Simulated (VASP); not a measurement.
Here is a VASP 6.6.1 calculation.

Contents of INCAR:

```
SYSTEM = Hg
ALGO     = Normal         ! electronic algorithm
EDIFF    = 1E-6           ! SCF threshold, eV
ENCUT    = 520            ! plane-wave cutoff, eV
GGA      = PE             ! functional
ISIF     = 2              ! what is computed and relaxed
ISMEAR   = -1             ! smearing method
LASPH    = .True.         ! aspherical terms in the spheres
LCHARG   = .False.        ! write CHGCAR
LREAL    = .False.        ! projectors in reciprocal space
LWAVE    = .False.        ! write WAVECAR
NBANDS   = 19             ! bands
NELM     = 80             ! most SCF steps
PREC     = Accurate       ! precision mode
SIGMA    = 0.05           ! smearing width, eV
```

KPOINTS

```
k-points
0
Gamma
  8 8 8
  0 0 0
```

POSCAR

```
Hg
1.0
    0.0000000000      3.3303445432      3.3303445432
    3.3303445432      0.0000000000      3.3303445432
    3.3303445432      3.3303445432      0.0000000000
Hg
2
Direct
   -0.2150000000     -0.0950000000     -0.0950000000
    0.2150000000      0.0950000000      0.0950000000
```

Potentials or basis: VASP PAW PBE potentials, release 64 (Hg).

Launch:

```sh
$ cat potpaw_PBE.64/Hg/POTCAR > POTCAR
$ mpirun -np 1 vasp_std > vasp.out
```

Predict the pressure.

17.4 GPa.

Predict the band gap on the k mesh.

zero (bands 12 and 13 overlap by 3.24 eV).

Estimate the largest force.

11.983 eV/Å.

Stress tensor (GPa, compression positive):
```
 17.44 -19.39 -19.39
-19.39  17.44  19.39
-19.39  19.39  17.44
```

Caveat: the cell differs from its parent crystal (shortest bond scaled by 0.76); the cell stands under pressure; spin-orbit coupling is left out, which moves the levels of the heavy elements; forces of over 1 eV/Å act on the atoms, so gaps and moduli don't describe the material at rest.
